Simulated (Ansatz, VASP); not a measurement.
NiO2 in VASP and in Ansatz

```
Ni O
1.0
     2.68942    0.00000    0.00000
    -1.34471    2.32911    0.00000
     0.00000    0.00000    4.90923
Ni O
1 2
Direct
  0.00000 0.00000 0.50000
  0.66667 0.33333 0.70390
  0.33333 0.66667 0.29610
```

Alike in both runs: task single point; functional r2SCAN; k mesh 12 × 12 × 8; occupations gaussian, width 0.05 eV; no spin polarisation.

|  | VASP | Ansatz |
| --- | --- | --- |
| version | VASP 6.6.1 | Ansatz 0.2.0 |
| potentials or method | VASP PAW PBE potentials, release 64 (Ni, O), cutoff 520 eV | scalar-relativistic, plane waves, PAW |
| valence electrons in the cell | 22 | 30 |

```csv
,VASP,Ansatz,Ansatz less VASP
gap on the k mesh at the Fermi level (eV),1.61,1.68,+0.070
least direct gap on the mesh (eV),1.79,1.86,+0.064
pressure (GPa),7.4,5.8,-1.69
"traceless stress, the component that is largest in VASP (GPa)",-11.67,-11.46,+0.215
rms of the force components (eV/Å),0.162,0.241,+0.0790
```

VASP's potentials were made for PBE, not for r2SCAN. Atom by atom the forces differ by 0.079 eV/Å (rms over components). VASP's potentials hold 22 valence electrons a cell and Ansatz's 30, so a difference there can come from the potentials and not from the codes.
